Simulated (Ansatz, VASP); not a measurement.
AsIr: VASP beside Ansatz

```
CELL_PARAMETERS angstrom
0.00000 3.18026 3.18026
3.18026 0.00000 3.18026
3.18026 3.18026 0.00000
ATOMIC_POSITIONS crystal
As 0.50000 0.50000 0.50000
As 0.75000 0.75000 0.75000
Ir 0.00000 0.00000 0.00000
Ir 0.25000 0.25000 0.25000
```

Alike in both runs: functional PBE; k mesh 12 × 12 × 12; occupations gaussian, width 0.1 eV; no spin polarisation.

Ansatz relaxed the structure, and its values are those at the end. VASP's run is a single point on that final structure, the one shown.

|  | VASP | Ansatz |
| --- | --- | --- |
| version | VASP 6.6.1 | Ansatz 0.2.0 |
| potentials or method | VASP PAW PBE potentials, release 64 (As, Ir), cutoff 520 eV | scalar-relativistic, plane waves, PAW |
| valence electrons in the cell | 28 | 64 |

VASP gave:

* gap on the k mesh at the Fermi level (eV): none
* pressure (GPa): 0.4

Which values does Ansatz return?

gap on the k mesh at the Fermi level (eV): none; pressure (GPa): 0.0.

A gap of «none» marks a metal or a gap that the smearing closes. The functional is the same, so the differences come from potentials, cutoffs and numerics. VASP's potentials hold 28 valence electrons a cell and Ansatz's 64, so a difference there can come from the potentials and not from the codes.

Neither program's run includes spin-orbit coupling.
